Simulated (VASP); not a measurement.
Runs of VASP 6.6.1 on ZnSe. The structure is that of space group I-4m2 (No. 119), or close to it. The cells are those of the table. 

```csv
cell,gap on the mesh (eV),pressure (GPa)
"a = 4.066, b = 4.066, c = 3.729 Å, angles 62.7, 62.7, 54.6°, 2 atoms",1.11,6.0
"a = 3.894, b = 3.894, c = 3.729 Å, angles 61.4, 61.4, 57.2°, 2 atoms",1.70,14.0
"a = 3.894, b = 3.894, c = 4.053 Å, angles 58.6, 58.6, 62.7°, 2 atoms",(a),(c)
"a = 3.979, b = 3.979, c = 3.729 Å, angles 62.1, 62.1, 55.9°, 2 atoms",1.41,9.6
"a = 3.973, b = 3.973, c = 4.053 Å, angles 59.3, 59.3, 61.3°, 2 atoms",1.22,2.8
"a = 3.811, b = 3.811, c = 3.891 Å, angles 59.3, 59.3, 61.4°, 2 atoms",(b),14.0
```

Alike in all rows: task single point; level PBE; potentials or basis VASP PAW PBE potentials, release 64 (Zn, Se); no spin polarisation; k mesh 8 × 8 × 8; cutoff (eV) 520; smearing gaussian 0.05 eV.

Task: Fill in the values left out.

Result: (a) 1.30; (b) 1.74; (c) 5.8.

A k mesh can miss the band edges, and the runs leave out spin-orbit coupling on Se.
